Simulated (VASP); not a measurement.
InSb, 4 atoms in the cell. It takes space group Cmcm (No. 63, orthorhombic). Conventional cell: a = 6.127 Å, b = 6.163 Å, c = 6.127 Å, α = 90.00°, β = 90.00°, γ = 90.00°. Within 4.1 Å of In (site symmetry m2m) lie 6 Sb at 3.06 to 3.09 Å and 2 In at 4.10 Å. Within 4.4 Å of Sb (site symmetry m2m) lie 6 In at 3.06 to 3.09 Å and 10 Sb at 4.11 to 4.35 Å. 

- Program: VASP 6.6.1
- Task: single point
- Functional: PBE
- Potentials or basis: VASP PAW PBE potentials, release 64 (In_d, Sb)
- Cutoff: 520 eV
- k mesh: 10 × 10 × 8
- Occupations: methfessel-paxton, width 0.2 eV
- Spin: no spin polarisation
- Dipole correction: no
- Further INCAR settings: ALGO = Normal; EDIFF = 1e-07; NBANDS = 26

Potentials or basis: VASP PAW PBE potentials, release 64 (In_d, Sb).

The run is started by

```bash
$ cat potpaw_PBE.64/In_d/POTCAR potpaw_PBE.64/Sb/POTCAR > POTCAR
$ mpirun -np 1 vasp_std > vasp.out
```

Hardware: 1 thread of Intel Xeon 8259CL (shared host).

Q: How long does it take, and how much memory?

A: It took 9 min on 1 thread of Intel Xeon 8259CL, with other jobs on the host, peak memory 0.52 GiB. Counts: scf iterations 15, k points 155.
